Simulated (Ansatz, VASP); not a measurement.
**One calculation of NbSi, two programs**

```
Nb Si
1.0
     3.15644    0.00000    0.00000
     0.00000    3.15644    0.00000
     0.00000    0.00000    3.15644
Nb Si
1 1
Direct
  0.00000 0.00000 0.00000
  0.50000 0.50000 0.50000
```

Alike in both runs: task single point; functional PBE-based screened hybrid with a share of 0.25 of exact exchange and HFSCREEN = 0.4; k mesh 4 × 4 × 4; occupations fermi-dirac, width 0.05 eV; no spin polarisation.

```csv
,VASP,Ansatz
version,VASP 6.6.1,Ansatz 0.2.0
potentials or method,"VASP PAW PBE potentials, release 64 (Nb_sv, Si)",Ansatz PAW
plane-wave cutoff (eV),520,420
valence electrons in the cell,17,17
```

Ansatz gave:

| Item | Value |
| --- | --- |
| gap on the k mesh at the Fermi level (eV) | none |
| pressure (GPa) | -0.3 |

What did VASP give for the same quantities?

gap on the k mesh at the Fermi level (eV): none; pressure (GPa): -0.7.

VASP's potentials were made for PBE, not for PBE-based screened hybrid. A gap of «none» marks a metal or a gap that the smearing closes.

The k mesh is coarse, so the values compare programs but aren't converged.
